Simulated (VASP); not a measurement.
HfTi2S4: relaxation of cell and atoms with PBE

HfTi2S4:

```
Hf Ti S
1.0
     5.13784    0.00000    0.00000
    -2.56892    4.44950    0.00000
     0.00000    0.00000    6.35821
Hf Ti S
1 2 4
Cartesian
  0.0000 0.0000 0.0000
  0.0000 2.9663 0.0000
  2.5689 1.4832 0.0000
  2.5689 0.0000 3.1791
  -1.2845 2.2248 3.1791
  1.2845 2.2248 3.1791
  0.0000 0.0000 3.1791
```

The cell was generated, and may not be a known phase.

```yaml
Program: VASP 6.6.1
Task: relaxation of cell and atoms
Functional: PBE
Potentials_or_basis: VASP PAW PBE potentials, release 64 (Hf_pv, Ti_sv, S)
Cutoff: 500 eV
k_mesh: 3 × 3 × 2
Occupations: gaussian, width 0.15 eV
Spin: collinear spin
Starting_moments: "[0.0, 1.0, 1.0, 0.0, 0.0, 0.0, 0.0] μB"
Dipole_correction: no
Further_INCAR_settings: ALGO = Normal; EDIFF = 1e-07; IBRION = 2; EDIFFG = -0.08; NSW = 36; ISIF = 3
```

The relaxed volume is 18.54 Å³/atom. The relaxed cell is a = 5.778 Å, b = 5.778 Å, c = 4.489 Å, α = 90.00°, β = 90.00°, γ = 120.00° and the space group after relaxing (to 0.1 Å) is P6/mmm (No. 191). The pressure after relaxing is 0.1 GPa and the band gap on the k mesh is zero (filled and empty bands overlap). The net moment is 0.00 μB per cell and the valence electrons inside the program's atomic spheres are Hf 8.43; Ti 10.02; S 3.58, 3.87 (each value once).

Stress tensor (GPa, compression positive):
```
 0.24  0.00  0.00
 0.00  0.24  0.00
 0.00  0.00 -0.23
```

Final structure:
```cif
data_structure
_symmetry_space_group_name_H-M 'P 1'
_symmetry_Int_Tables_number 1
_cell_length_a 5.7783
_cell_length_b 5.7783
_cell_length_c 4.4893
_cell_angle_alpha 90.000
_cell_angle_beta 90.000
_cell_angle_gamma 120.000
_cell_volume 129.81
loop_
_atom_site_label
_atom_site_type_symbol
_atom_site_fract_x
_atom_site_fract_y
_atom_site_fract_z
_atom_site_occupancy
Hf1 Hf 0.00000 0.00000 0.00000 1
Ti1 Ti 0.33333 0.66667 0.00000 1
Ti2 Ti 0.66667 0.33333 0.00000 1
S1 S 0.50000 0.00000 0.50000 1
S2 S 0.00000 0.50000 0.50000 1
S3 S 0.50000 0.50000 0.50000 1
S4 S 0.00000 0.00000 0.50000 1
```

Levels at points of the mesh, in eV from the Fermi level:
Spin up:
```
           k point  band 26  band 27  band 28  band 29  band 30  band 31
(0.00, 0.00, 0.00)    -0.24    -0.24     0.03     0.18     0.18     0.21
(0.00, 0.00, 0.50)    -0.62    -0.62     0.11     0.14     0.58     0.58
```
Spin down:
| k point | band 26 | band 27 | band 28 | band 29 | band 30 | band 31 |
| --- | --- | --- | --- | --- | --- | --- |
| (0.00, 0.00, 0.00) | -0.24 | -0.24 | 0.03 | 0.18 | 0.18 | 0.21 |
| (0.00, 0.00, 0.50) | -0.62 | -0.62 | 0.11 | 0.14 | 0.58 | 0.58 |

Wall time 45 min on 1 thread of Oxide Virtual Turin-like Processor (shared host), peak memory 0.34 GiB.

Caveat: the k points lie up to 0.70 Å⁻¹ apart in the final cell, too coarse for converged energies and pressures of a metal; a cell axis changed by over 15 % at a fixed basis, so the end point is rough; spin-orbit coupling is left out, which moves the levels of the heavy elements.
